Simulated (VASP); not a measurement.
# Al6H in VASP: notebook

Al6H is run at these levels: PBE; tasks: single point.

All numbers are computed with VASP 6.6.1; they aren't measurements. Logs are shortened: lines on timing, memory, paths and dates and some standing lists are left out, and cuts for length are marked.

## Step 1: The cell of the first run

The cell holds a slab with vacuum, 14 atoms: a = 5.714 Å, b = 5.714 Å, c = 22.602 Å, α = 90.00°, β = 90.00°, γ = 120.00°.

## Step 2: Single point, PBE

INCAR reads:

```
  PREC = Accurate
  ENCUT = 520
  EDIFF = 1E-7
  ISMEAR = 0
  SIGMA = 0.1
  LREAL = False
  LASPH = True
  NELM = 100
  ALGO = Normal
  ISIF = 2
  LWAVE = False
  LCHARG = False
  LDIPOL = True
  IDIPOL = 3
  DIPOL = 0.5 0.5 0.298
  GGA = PE
  NBANDS = 32
```

KPOINTS reads:

```
regular mesh
0
Gamma
  6 6 1
```

POSCAR reads:

```
Al6H
1.0
    5.7143028096      0.0000000000      0.0000000000
   -2.8571514048      4.9487313980      0.0000000000
    0.0000000000      0.0000000000     22.6016424636
Al H
12 2
Direct
    0.3333333333      0.1666666667      0.1769782885
    0.3333333333      0.6666666667      0.1769782885
    0.8333333333      0.1666666667      0.1769782885
    0.8333333333      0.6666666667      0.1769782885
    0.1666666667      0.3333333333      0.2787817904
    0.1666666667      0.8333333333      0.2787817904
    0.6666666667      0.3333333333      0.2787817904
    0.6666666667      0.8333333333      0.2787817904
    0.0000000000      0.0000000000      0.3805759903
    0.0000000000      0.5000000000      0.3805759903
    0.5000000000      0.0000000000      0.3805759903
    0.5000000000      0.5000000000      0.3805759903
    0.2121115019      0.4242230039      0.4146443109
    0.2878884981      0.5757769961      0.4146443109
```

Potentials or basis: VASP PAW PBE potentials, release 64 (Al, H).

On the command line:

```sh
> cat potpaw_PBE.64/Al/POTCAR potpaw_PBE.64/H/POTCAR > POTCAR
> mpirun -np 1 vasp_std > vasp.out
```

OUTCAR:

```text
PREC = Accurate
   ENCUT = 520
   EDIFF = 1E-7
   ISMEAR = 0
   LREAL = False
   LASPH = True
   NELM = 100
   ISIF = 2
   GGA = PE

 ion  position               nearest neighbor table
   1  0.333  0.167  0.177-   5 2.83   6 2.83   7 2.83   4 2.86   2 2.86   2 2.86   4 2.86   3 2.86
                             3 2.86
   2  0.333  0.667  0.177-   6 2.83   5 2.83   8 2.83   3 2.86   1 2.86   1 2.86   3 2.86   4 2.86
                             4 2.86
   3  0.833  0.167  0.177-   7 2.83   8 2.83   5 2.83   4 2.86   2 2.86   4 2.86   2 2.86   1 2.86
                             1 2.86
   4  0.833  0.667  0.177-   8 2.83   7 2.83   6 2.83   3 2.86   1 2.86   3 2.86   1 2.86   2 2.86
                             2 2.86
   5  0.167  0.333  0.279-   9 2.83  12 2.83  10 2.83   1 2.83   2 2.83   3 2.83   8 2.86   6 2.86
                             6 2.86   8 2.86   7 2.86   7 2.86
   6  0.167  0.833  0.279-  10 2.83  11 2.83   9 2.83   2 2.83   1 2.83   4 2.83   7 2.86   5 2.86
                             5 2.86   7 2.86   8 2.86   8 2.86
   7  0.667  0.333  0.279-  11 2.83  10 2.83  12 2.83   3 2.83   4 2.83   1 2.83   8 2.86   6 2.86
                             8 2.86   6 2.86   5 2.86   5 2.86
   8  0.667  0.833  0.279-  12 2.83   9 2.83  11 2.83   4 2.83   3 2.83   2 2.83   7 2.86   5 2.86
                             7 2.86   5 2.86   6 2.86   6 2.86
   9  0.000  0.000  0.381-   5 2.83   8 2.83   6 2.83  10 2.86  12 2.86  10 2.86  12 2.86  11 2.86
                            11 2.86
  10  0.000  0.500  0.381-  13 1.67  14 1.67   6 2.83   7 2.83   5 2.83   9 2.86  11 2.86   9 2.86
                            11 2.86  12 2.86  12 2.86
  11  0.500  0.000  0.381-   7 2.83   6 2.83   8 2.83  10 2.86  12 2.86  12 2.86  10 2.86   9 2.86
                             9 2.86
  12  0.500  0.500  0.381-  14 1.67  13 1.67   8 2.83   5 2.83   7 2.83   9 2.86  11 2.86  11 2.86
                             9 2.86  10 2.86  10 2.86
  13  0.212  0.424  0.415-  14 0.75  10 1.67  12 1.67
  14  0.288  0.576  0.415-  13 0.75  12 1.67  10 1.67

  LATTYP: Found a hexagonal cell.
 ALAT       =     5.7143028096
 C/A-ratio  =     3.9552755982

  Lattice vectors:

 A1 = (   5.7143028096,   0.0000000000,   0.0000000000)
 A2 = (  -2.8571514048,   4.9487313980,   0.0000000000)
 A3 = (   0.0000000000,   0.0000000000,  22.6016424636)

Analysis of symmetry for initial positions (statically):
=====================================================================
 Subroutine PRICEL returns:
 Original cell was already a primitive cell.

 Routine SETGRP: Setting up the symmetry group for a
 hexagonal supercell.

 Subroutine GETGRP returns: Found  2 space group operations
 (whereof  2 operations were pure point group operations)
 out of a pool of 24 trial point group operations.

The static configuration has the point symmetry C_1h.

Analysis of symmetry for dynamics (positions and initial velocities):
=====================================================================
 Subroutine PRICEL returns:
 Original cell was already a primitive cell.

 Routine SETGRP: Setting up the symmetry group for a
 hexagonal supercell.

 Subroutine GETGRP returns: Found  2 space group operations
 (whereof  2 operations were pure point group operations)
 out of a pool of 24 trial point group operations.

The dynamic configuration has the point symmetry C_1h.

 Subroutine INISYM returns: Found  2 space group operations
 (whereof  2 operations are pure point group operations),
 and found     1 'primitive' translations

----------------------------------------------------------------------------------------

                                     Primitive cell

  volume of cell :     639.1417

  direct lattice vectors                    reciprocal lattice vectors
     5.714302810  0.000000000  0.000000000     0.174999476  0.101035995  0.000000000
    -2.857151405  4.948731398  0.000000000     0.000000000  0.202071990  0.000000000
     0.000000000  0.000000000 22.601642464     0.000000000  0.000000000  0.044244572

  length of vectors
     5.714302810  5.714302810 22.601642464     0.202071990  0.202071990  0.044244572

  position of ions in fractional coordinates (direct lattice)
     0.333333333  0.166666667  0.176978289
     0.333333333  0.666666667  0.176978289
     0.833333333  0.166666667  0.176978289
     0.833333333  0.666666667  0.176978289
     0.166666667  0.333333333  0.278781790
     0.166666667  0.833333333  0.278781790
     0.666666667  0.333333333  0.278781790
     0.666666667  0.833333333  0.278781790
     0.000000000  0.000000000  0.380575990
     0.000000000  0.500000000  0.380575990
     0.500000000  0.000000000  0.380575990
     0.500000000  0.500000000  0.380575990
     0.212111502  0.424223004  0.414644311
     0.287888498  0.575776996  0.414644311

  ion indices of the primitive-cell ions
   primitive index   ion index
                 1           1
                 2           2
                 3           3
                 4           4
                 5           5
                 6           6
                 7           7
                 8           8
                 9           9
                10          10
                11          11
                12          12
                13          13
                14          14

----------------------------------------------------------------------------------------

 KPOINTS: regular mesh

Automatic generation of k-mesh.
 Grid dimensions read from file:
 generate k-points for:    6    6    1

 Generating k-lattice:

  Cartesian coordinates                     Fractional coordinates (reciprocal lattice)
     0.029166579  0.016839332  0.000000000     0.166666667 -0.000000000  0.000000000
     0.000000000  0.033678665  0.000000000     0.000000000  0.166666667  0.000000000
     0.000000000  0.000000000  0.044244572     0.000000000  0.000000000  1.000000000

  Length of vectors
     0.033678665  0.033678665  0.044244572

  Shift w.r.t. Gamma in fractional coordinates (k-lattice)
     0.000000000  0.000000000  0.000000000

 Subroutine IBZKPT returns following result:
 ===========================================

 Found     13 irreducible k-points:

 Following reciprocal coordinates:
            Coordinates               Weight
[... 13 lines left out ...]
   k-points           NKPTS =     13   k-points in BZ     NKDIM =     13   number of bands    NBANDS=     32
   number of dos      NEDOS =    301   number of ions     NIONS =     14
   total plane-waves  NPLWV = 296352
   dimension x,y,z NGX =    42 NGY =   42 NGZ =  168
   dimension x,y,z NGXF=    84 NGYF=   84 NGZF=  336
   ions per type =              12   2
   NGX,Y,Z   is equivalent  to a cutoff of  12.22, 12.22, 12.36 a.u.
   NGXF,Y,Z  is equivalent  to a cutoff of  24.44, 24.44, 24.71 a.u.
 SYSTEM =  unknown system
   PREC   = accura    normal or accurate (medium, high low for compatibility)
   ISTART =      0    job   : 0-new  1-cont  2-samecut
   ICHARG =      2    charge: 1-file 2-atom 10-const
   ISPIN  =      1    spin polarized calculation?
   LNONCOLLINEAR =      F non collinear calculations
   LSORBIT =      F    spin-orbit coupling
   LASPH  =      T    aspherical Exc in radial PAW
   ENCUT  =  520.0 eV  38.22 Ry    6.18 a.u.  10.62 10.62 42.02*2*pi/ulx,y,z
   NELM   =    100;   NELMIN=  2; NELMDL= -5     # of ELM steps
   EDIFF  = 0.1E-06   stopping-criterion for ELM
   LREAL  =      F    real-space projection
   EDIFFG = 0.1E-05   stopping-criterion for IOM
   NSW    =      0    number of steps for IOM
   IBRION =     -1    ionic relax: 0-MD 1-quasi-New 2-CG
   NFREE  =      0    steps in history (QN), initial steepest desc. (CG)
   ISIF   =      2    stress and relaxation
   ISYM   =      2    0-nonsym 1-usesym 2-fastsym
   POTIM  = 0.5000    time-step for ionic-motion
   TEBEG  =    0.0;   TEEND  =   0.0 temperature during run
   PSTRESS=    0.0 pullay stress
   NELECT =      38.0000    total number of electrons
   NUPDOWN=      -1.0000    fix difference up-down
   EMIN   =  10.00;   EMAX   =-10.00  energy-range for DOS
   EFERMI =   0.00;   METHOD = LEGACY
   ISMEAR =     0;   SIGMA  =   0.10  broadening in eV -4-tet -1-fermi 0-gaus
   EFERMI_NEDOS =   21; number of points for ismear=-14 and -15
   IALGO  =     38    algorithm
   IMIX   =      4    mixing-type and parameters
     AMIX     =   0.40;   BMIX     =  1.00
     AMIX_MAG =   1.60;   BMIX_MAG =  1.00
  volume/ion in A,a.u.               =      45.65       308.08
  Fermi-wavevector in a.u.,A,eV,Ry     =   0.638955  1.207450  5.554763  0.408264
  Thomas-Fermi vector in A             =   1.704469
   LORBIT       =      0    0 simple, 1 ext, 2 COOP (PROOUT), +10 PAW based schemes
   GGA     = PE    functional components
   LHFCALC =     F    Hartree Fock is set to
   AEXX    =    0.0000 exact exchange contribution
   IVDW    =     0    specifies the selected vdW correction
   LEPSILON=     F    determine dielectric tensor
   LRPA    =     F    only Hartree local field effects (RPA)
 non-spin polarized calculation
 Gauss-broadening in eV      SIGMA  =   0.10
  energy-cutoff  :      520.00
  volume of cell :      639.14
 maximum number of plane-waves:     17305
   NGX = 21   NGY = 21   NGZ = 85

 dipolmoment           0.000000      0.000000      0.003836 electrons x Angstroem

 number of electron      38.0000001 magnetization

 dipolmoment           0.000000      0.000000     -0.043906 electrons x Angstroem

 Free energy of the ion-electron system (eV)
  ---------------------------------------------------
  ext. energy  EPLUGINS =         0.00000000
  ---------------------------------------------------
  free energy    TOTEN  =       -46.13590659 eV

  energy without entropy =      -46.10946152  energy(sigma->0) =      -46.12268405

 E-fermi :   0.0629     XC(G=0):  -3.9902

 val. band max:        0.0602631099   @ k =   0.0000   0.5000   0.0000
 cond. band min:       0.0872187492   @ k =   0.1667   0.1667   0.0000
 fundamental gap:      0.0269556393
 Fermi energy:         0.0629244696

 k-point     1 :       0.0000    0.0000    0.0000
  band No.  band energies     occupation
      1     -13.3077      2.00000
      2     -10.4063      2.00000
      3      -8.4009      2.00000
      4      -5.8095      2.00000
      5      -4.9832      2.00000
      6      -4.8053      2.00000
[... 23 lines left out ...]
     30       2.6940      0.00000
     31       3.5405      0.00000
[... 376 lines left out ...]
  band No.  band energies     occupation
      1     -13.1990      2.00000
      2      -8.6660      2.00000
      3      -8.6405      2.00000
      4      -8.3827      2.00000
      5      -7.0532      2.00000
      6      -6.9798      2.00000
[... 23 lines left out ...]
     30       3.2406      0.00000
     31       3.4471      0.00000
 [bands above 31 left out]

------------------------ aborting loop because EDIFF is reached ----------------------------------------

 vacuum level on the upper side and lower side of the slab       (xc-potential included)        -0.155         0.116

  FORCE on cell =-STRESS in cart. coord.  units (eV):
  Direction    XX          YY          ZZ          XY          YZ          ZX
  --------------------------------------------------------------------------------------
  -------------------------------------------------------------------------------------
  Total        5.8055428      1.6856405      2.8839858      0.0000000     -0.4085176      0.0000000
  in kB       14.5531257      4.2255030      7.2294717      0.0000000     -1.0240572      0.0000000
  external PRESSURE =       8.6693668 kB  Pullay stress =       0.0000000 kB

 VOLUME and BASIS-vectors are now :
 -----------------------------------------------------------------------------
  energy-cutoff  :      520.00
  volume of cell :      639.14
      direct lattice vectors                 reciprocal lattice vectors
     5.714302810  0.000000000  0.000000000     0.174999476  0.101035995  0.000000000
    -2.857151405  4.948731398  0.000000000     0.000000000  0.202071990  0.000000000
     0.000000000  0.000000000 22.601642464     0.000000000  0.000000000  0.044244572

 POSITION                                       TOTAL-FORCE (eV/Angst)
 -----------------------------------------------------------------------------------
      1.42858      0.82479      4.00000         0.032271     -0.060872     -0.074350
     -0.00000      3.29915      4.00000        -0.000000      0.037038      0.037063
      4.28573      0.82479      4.00000        -0.032271     -0.060872     -0.074350
      2.85715      3.29915      4.00000        -0.000000      0.097814     -0.092640
      0.00000      1.64958      6.30093        -0.000000      0.144212      0.264561
     -1.42858      4.12394      6.30093        -0.067666     -0.001728      0.009730
      2.85715      1.64958      6.30093        -0.000000     -0.023438     -0.034606
      1.42858      4.12394      6.30093         0.067666     -0.001728      0.009730
      0.00000      0.00000      8.60164        -0.000000     -0.279856     -0.070228
     -1.42858      2.47437      8.60164        -2.909926     -0.069568     -1.591967
      2.85715      0.00000      8.60164        -0.000000      0.390398     -0.113523
      1.42858      2.47437      8.60164         2.909926     -0.069568     -1.591967
     -0.00000      2.09937      9.37164        -0.000000     -4.735512      1.761016
      0.00000      2.84937      9.37164         0.000000      4.633680      1.561530
 -----------------------------------------------------------------------------------
    total drift:                               -0.000000      0.000116      0.000239

  FREE ENERGIE OF THE ION-ELECTRON SYSTEM (eV)
  ---------------------------------------------------
  free  energy   TOTEN  =       -46.1359065900 eV

  energy  without entropy=      -46.1094615162  energy(sigma->0) =      -46.12268405

 vacuum level on the upper side and lower side of the slab         3.590         3.868
```

Run time: 17 min. Hardware: 1 thread of Intel Xeon 8259CL, shared host; peak memory 0.71 GiB.

Results:

| Item | Value |
| --- | --- |
| Free energy | -46.1359 eV |
| Largest force | 5.052 eV/Å |
| Band gap on the k mesh | zero (bands 19 and 20 overlap by 0.89 eV) |

Forces in eV/Å, atoms in the order of the input:
```
Al   0.032 -0.061 -0.074
Al   0.000  0.037  0.037
Al  -0.032 -0.061 -0.074
Al   0.000  0.098 -0.093
Al   0.000  0.144  0.265
Al  -0.068 -0.002  0.010
Al   0.000 -0.023 -0.035
Al   0.068 -0.002  0.010
Al   0.000 -0.280 -0.070
Al  -2.910 -0.070 -1.592
Al   0.000  0.390 -0.114
Al   2.910 -0.070 -1.592
H    0.000 -4.736  1.761
H    0.000  4.634  1.562
```

Levels at points of the mesh, in eV from the Fermi level:
| k point | band 15 | band 16 | band 17 | band 18 | band 19 | band 20 | band 21 | band 22 | band 23 | band 24 |
| --- | --- | --- | --- | --- | --- | --- | --- | --- | --- | --- |
| (0.00, 0.00, 0.00) | -3.01 | -2.86 | -1.96 | -1.08 | -0.87 | -0.50 | -0.35 | -0.30 | 0.12 | 1.28 |
| (0.50, 0.00, 0.00) | -1.00 | -0.64 | -0.61 | -0.41 | -0.05 | 0.48 | 0.73 | 1.04 | 1.12 | 1.37 |
| (0.00, 0.50, 0.00) | -0.92 | -0.63 | -0.58 | -0.43 | 0.00 | 0.41 | 0.62 | 0.96 | 1.06 | 1.36 |

## Step 3: Single point, PBE

INCAR reads:

```
PREC     = Accurate       # precision mode
ENCUT    = 520            # plane-wave cutoff, eV
EDIFF    = 1E-6           # SCF threshold, eV
ISMEAR   = 0              # smearing method
SIGMA    = 0.1            # smearing width, eV
LREAL    = False          # projectors in reciprocal space
LASPH    = True           # aspherical terms in the spheres
NELM     = 100            # most SCF steps
ALGO     = Normal         # electronic algorithm
ISIF     = 2              # what is computed and relaxed
LWAVE    = False          # write WAVECAR
LCHARG   = True           # write CHGCAR
LDIPOL   = True         
IDIPOL   = 3            
DIPOL    = 0.5 0.5 0.302
GGA      = PE             # functional
LELF     = True           # ELF
LVHAR    = True         
LVACPOTAV= True         
NBANDS   = 32             # bands
```

KPOINTS reads:

```
Automatic mesh
0
Gamma
  6 6 1
```

POSCAR, as its differences from that of step 2:

```diff
@@ -20,3 +20,3 @@
     0.5000000000      0.5000000000      0.3805759903
-    0.2121115019      0.4242230039      0.4146443109
-    0.2878884981      0.5757769961      0.4146443109
+    0.2121115019      0.4242230039      0.4429608370
+    0.2878884981      0.5757769961      0.4429608370
```

Potentials or basis: VASP PAW PBE potentials, release 64 (Al, H).

On the command line:

```sh
> cat potpaw_PBE.64/Al/POTCAR potpaw_PBE.64/H/POTCAR > POTCAR
> mpirun -np 1 vasp_std > vasp.out
```

Run time: 18 min. Hardware: 1 thread of Intel Xeon 8259CL, shared host; peak memory 0.71 GiB.

The run converged. Its results:

```
Free energy            : -47.6092 eV
Largest force          : 2.314 eV/Å
Band gap on the k mesh : zero (bands 19 and 20 overlap by 0.91 eV)
```

Forces on the atoms (eV/Å):
```
Al   0.102 -0.109 -0.117
Al   0.000  0.066 -0.074
Al  -0.102 -0.109 -0.117
Al   0.000  0.131 -0.125
Al   0.000  0.084  0.179
Al  -0.092  0.041 -0.051
Al   0.000  0.040 -0.001
Al   0.092  0.041 -0.051
Al   0.000 -0.060 -0.004
Al  -0.690 -0.038 -0.597
Al   0.000  0.113 -0.072
Al   0.690 -0.038 -0.597
H    0.000 -2.133  0.897
H    0.000  1.969  0.732
```

Levels at points of the mesh, in eV from the Fermi level:
```tsv
k point	band 16	band 17	band 18	band 19	band 20	band 21	band 22	band 23
(0.00, 0.00, 0.00)	-2.74	-2.23	-0.73	-0.65	-0.38	-0.21	-0.18	0.00
(0.50, 0.00, 0.00)	-0.51	-0.49	-0.24	-0.18	0.72	0.89	1.12	1.38
(0.00, 0.50, 0.00)	-0.50	-0.40	-0.28	-0.24	0.78	0.79	1.11	1.33
```

## Step 4: Single point, PBE

INCAR reads:

```
SYSTEM = Al6H
PREC = Accurate
ENCUT = 520
EDIFF = 1E-7
ISMEAR = 0
SIGMA = 0.1
LREAL = .FALSE.
LASPH = .TRUE.
NELM = 80
ALGO = Normal
ISIF = 2
LWAVE = .FALSE.
LCHARG = .FALSE.
LDIPOL = .TRUE.
IDIPOL = 3
DIPOL = 0.5 0.5 0.306
GGA = PE
NBANDS = 32
```

KPOINTS reads:

```
regular mesh
0
G
  6 6 1
  0 0 0
```

POSCAR, as its differences from that of step 3:

```diff
@@ -20,3 +20,3 @@
     0.5000000000      0.5000000000      0.3805759903
-    0.2121115019      0.4242230039      0.4429608370
-    0.2878884981      0.5757769961      0.4429608370
+    0.2121115019      0.4242230039      0.4712773632
+    0.2878884981      0.5757769961      0.4712773632
```

On the command line:

```sh
> cat potpaw_PBE.64/Al/POTCAR potpaw_PBE.64/H/POTCAR > POTCAR
> mpirun -np 1 vasp_std > vasp.out
```

Wall time 18 min (1 thread of Intel Xeon 8259CL, shared host); peak memory 0.73 GiB.

The run converged. Its results:

```
Free energy            : -48.4466 eV
Largest force          : 0.705 eV/Å
Band gap on the k mesh : zero (bands 19 and 20 overlap by 0.99 eV)
```

Forces on the atoms (eV/Å):
```
Al   0.027 -0.018 -0.039
Al   0.000 -0.008 -0.049
Al  -0.027 -0.018 -0.039
Al   0.000  0.043 -0.050
Al   0.000  0.046 -0.043
Al  -0.023 -0.010 -0.031
Al   0.000  0.056  0.025
Al   0.023 -0.010 -0.031
Al   0.000 -0.003 -0.010
Al  -0.167  0.008 -0.324
Al   0.000 -0.019 -0.034
Al   0.167  0.008 -0.324
H    0.000 -0.495  0.503
H    0.000  0.419  0.446
```

Levels at points of the mesh, in eV from the Fermi level:
| k point | band 15 | band 16 | band 17 | band 18 | band 19 | band 20 | band 21 | band 22 | band 23 | band 24 |
| --- | --- | --- | --- | --- | --- | --- | --- | --- | --- | --- |
| (0.00, 0.00, 0.00) | -2.74 | -2.72 | -2.59 | -0.46 | -0.46 | -0.37 | -0.17 | -0.16 | -0.11 | 0.88 |
| (0.50, 0.00, 0.00) | -1.25 | -0.48 | -0.47 | -0.21 | -0.19 | 0.89 | 0.95 | 1.19 | 1.36 | 1.58 |
| (0.00, 0.50, 0.00) | -1.24 | -0.47 | -0.47 | -0.22 | -0.20 | 0.91 | 0.93 | 1.23 | 1.35 | 1.55 |

## Step 5: The runs side by side

| cell | gap on the mesh (eV) | largest force (eV/Å) |
| --- | --- | --- |
| as given, atomic positions A | none | 5.05 |
| as given, atomic positions B | none | 2.31 |
| as given, atomic positions C | none | 0.71 |

Alike in all rows: task single point; level PBE; potentials or basis VASP PAW PBE potentials, release 64 (Al, H); no spin polarisation; k mesh 6 × 6 × 1; cutoff (eV) 520; smearing gaussian 0.1 eV.

Total energies depend on the potentials used, so only differences within one code and one set of settings carry meaning.

The gap in the log of VASP goes by the Fermi energy; the results here count the filled bands.